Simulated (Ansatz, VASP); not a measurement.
Two plane-wave programs on Cu

```
Cu
1.0
    -1.89348    1.89348    2.46448
     1.89348   -1.89348    2.46448
     1.89348    1.89348   -2.46448
Cu
3
Cartesian
  0.0000 1.8935 1.2322
  1.8935 0.0000 1.2322
  0.0000 0.0000 2.4645
```

Alike in both runs: task relaxation of cell and atoms; functional PBE; k mesh 6 × 6 × 6; occupations gaussian, width 0.1 eV; no spin polarisation.

|  | VASP | Ansatz |
| --- | --- | --- |
| version | VASP 6.6.1 | Ansatz 0.2.0 |
| potentials or method | VASP PAW PBE potentials, release 64 (Cu), cutoff 600 eV | scalar-relativistic, plane waves, PAW |
| valence electrons in the cell | 33 | 57 |

Ansatz gave:

* gap on the k mesh at the Fermi level, each at its own relaxed structure (eV): none
* relaxed volume (Å³/atom): 14.37
* relaxed cell length with the largest relative difference (Å): 3.874

**Question.** What did VASP give for the same quantities?

**Answer.** gap on the k mesh at the Fermi level, each at its own relaxed structure (eV): none; relaxed volume (Å³/atom): 14.43; relaxed cell length with the largest relative difference (Å): 3.877.

A gap of «none» marks a metal or a gap that the smearing closes. VASP's potentials hold 33 valence electrons a cell and Ansatz's 57, so a difference there can come from the potentials and not from the codes.

The k mesh is coarse, so the values compare programs but aren't converged. Noted on VASP's run: the volume moved by over 15 % at a fixed basis, so the end points are rough.
